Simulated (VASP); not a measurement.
Here is a VASP 6.6.1 calculation.

INCAR

```
PREC = Accurate ; ENCUT = 520
EDIFF = 1E-6 ; ISMEAR = -1
SIGMA = 0.1 ; LREAL = False
LASPH = True ; NELM = 60
ALGO = Normal ; ISIF = 2
LWAVE = False ; LCHARG = False
GGA = PS ; NBANDS = 12
```

Contents of KPOINTS:

```
Automatic mesh
0
Gamma
  14 14 14
```

The input POSCAR:

```
Zr
1.0
    0.0000000000      2.2017864997      2.2017864997
    2.2017864997      0.0000000000      2.2017864997
    2.2017864997      2.2017864997      0.0000000000
Zr
1
Direct
    0.0000000000      0.0000000000      0.0000000000
```

Potentials or basis: VASP PAW PBE potentials, release 64 (Zr_sv).

The run is started by

```bash
$ cat potpaw_PBE.64/Zr_sv/POTCAR > POTCAR
$ mpirun -np 1 vasp_std > vasp.out
```

What does it give for the pressure?

4.5 GPa.

What does it give for the band gap on the k mesh?

Zero (band 6 reaches 10.75 eV, above the bottom of band 7 at 9.06 eV).

Caveat: the PAW data sets were made with another functional, which shifts forces and pressure a little.
